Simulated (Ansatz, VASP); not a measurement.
Given: the input of a run of Ansatz 0.2.0 on MgB2.

File input.yaml:

```yaml
crystal:
  lattice:
    - [3.085, 0.0, 0.0]
    - [-1.5425, 2.6716883707, 0.0]
    - [0.0, 0.0, 3.523]
  atoms:
    - { symbol: Mg, position: [0.0, 0.0, 0.0] }
    - { symbol: B, position: [0.6666666667, 0.3333333333, 0.5] }
    - { symbol: B, position: [0.3333333333, 0.6666666667, 0.5] }
hamiltonian:
  xc: { exchange: pbe, correlation: pbe, exx: { coeff: 0.25 } }
  pseudopotentials: { kind: paw }
kpoints:
  mp_grid: { grid: [6, 6, 4] }
scf:
  occupations: { method: fermi_dirac, width: 0.05 }
output:
  forces: true
  stress: true
  eigenvalues: true
```

Potentials or basis: Ansatz PAW.

Launch:

```console
$ ansatz run input.yaml --threads 2 --pin off --max-ram 5632MiB --backend cpu --events-out ev --progress --plain --runs-dir out
```

Set up the same calculation for VASP 6.6.1. Potentials there: VASP PAW PBE potentials, release 64 (Mg, B).

As run (the cutoff follows the program's own potentials):

File POSCAR:

```
MgB2
1.0
    3.0850000000      0.0000000000      0.0000000000
   -1.5425000000      2.6716883707      0.0000000000
    0.0000000000      0.0000000000      3.5230000000
Mg B
1 2
Direct
    0.0000000000      0.0000000000      0.0000000000
    0.6666666667      0.3333333333      0.5000000000
    0.3333333333      0.6666666667      0.5000000000
```

File INCAR.step1:

```
SYSTEM = MgB2
  PREC = Accurate
  ENCUT = 520
  EDIFF = 1E-5
  ISMEAR = -1
  SIGMA = 0.05
  LREAL = .FALSE.
  LASPH = .TRUE.
  NELM = 60
  ALGO = Normal
  ISIF = 2
  LWAVE = .TRUE.
  LCHARG = .FALSE.
  NBANDS = 11
  GGA = PE
```

Contents of INCAR.step2:

```
SYSTEM = MgB2
  PREC = Accurate
  ENCUT = 520
  EDIFF = 1E-6
  ISMEAR = -1
  SIGMA = 0.05
  LREAL = .FALSE.
  LASPH = .TRUE.
  NELM = 60
  ALGO = Normal
  ISIF = 2
  LWAVE = .FALSE.
  LCHARG = .FALSE.
  GGA = PE
  LHFCALC = .TRUE.
  AEXX = 0.25
  PRECFOCK = Normal
  NBANDS = 11
  ISTART = 1
```

Contents of KPOINTS:

```
Automatic mesh
0
G
  6 6 4
  0 0 0
```

Potentials or basis: VASP PAW PBE potentials, release 64 (Mg, B).

Command:

```console
$ cat potpaw_PBE.64/Mg/POTCAR potpaw_PBE.64/B/POTCAR > POTCAR
$ cp INCAR.step1 INCAR
$ mpirun -np 1 vasp_std > vasp.out
$ cp INCAR.step2 INCAR
$ mpirun -np 1 vasp_std > vasp.out
```

Both were run:

|  | VASP | Ansatz | Ansatz less VASP |
| --- | --- | --- | --- |
| gap on the k mesh at the Fermi level (eV) | none | none | - |
| pressure (GPa) | -3.0 | -2.5 | +0.45 |
| traceless stress, the component that is largest in VASP (GPa) | -4.28 | -5.98 | -1.698 |

VASP's potentials were made for PBE, not for PBE-based global hybrid. A gap of «none» marks a metal or a gap that the smearing closes. VASP's potentials hold 8 valence electrons a cell and Ansatz's 16, so a difference there can come from the potentials and not from the codes.

The k mesh is coarse, so the values compare programs but aren't converged.
